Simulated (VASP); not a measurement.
Ti3Al4Ni, 8 atoms in the cell. It takes space group P4/mmm (No. 123, tetragonal). Conventional cell: a = 3.066 Å, b = 3.066 Å, c = 12.265 Å, α = 90.00°, β = 90.00°, γ = 90.00°. Within 3.5 Å of Ti (site symmetry 4/mmm) lie 8 Al at 2.66 Å and 6 Ti at 3.07 Å. Ti (site symmetry 4mm) has 8 Al at 2.66 Å and 5 Ti at 3.07 Å and 1 Ni at 3.07 Å within 3.5 Å. Within 3.5 Å of Al (site symmetry 4mm) lie 8 Ti at 2.66 Å and 6 Al at 3.07 Å. Within 3.5 Å of Al (site symmetry 4mm) lie 4 Ti at 2.66 Å and 4 Ni at 2.66 Å and 6 Al at 3.07 Å. Ni (site symmetry 4/mmm) has 8 Al at 2.66 Å and 2 Ti at 3.07 Å and 4 Ni at 3.07 Å within 3.5 Å. 

| Property | Result |
| --- | --- |
| Program | VASP 6.6.1 |
| Task | single point |
| Functional | PBE |
| Potentials or basis | VASP PAW PBE potentials, release 64 (Ti_sv, Al, Ni) |
| Cutoff | 550 eV |
| k mesh | 6 × 6 × 2 |
| Occupations | gaussian, width 0.1 eV |
| Spin | collinear spin, ferromagnetic start |
| Starting moments | [0.0, 0.0, 0.0, 0.0, 0.0, 0.0, 0.0, 2.0] μB |
| Dipole correction | no |
| Second try | not_converged |
| Further INCAR settings | ALGO = All; EDIFF = 1e-06; NBANDS = 43 |

Potentials or basis: VASP PAW PBE potentials, release 64 (Ti_sv, Al, Ni).

The run is started by

```sh
$ cat potpaw_PBE.64/Ti_sv/POTCAR potpaw_PBE.64/Al/POTCAR potpaw_PBE.64/Ni/POTCAR > POTCAR
$ mpirun -np 4 vasp_std > vasp.out
```

Hardware: 4 MPI ranks on Intel(R) Xeon(R) Platinum 8259CL CPU @ 2.50GHz (Skylake/Cascade Lake) (shared host).

Question: Estimate the wall time of this run.

Answer: Run time: 3.1 min on 4 MPI ranks on Intel(R) Xeon(R) Platinum 8259CL CPU @ 2.50GHz (Skylake/Cascade Lake), on a shared host, peak memory 0.53 GiB a rank. Counts: scf iterations 46, k points 20.
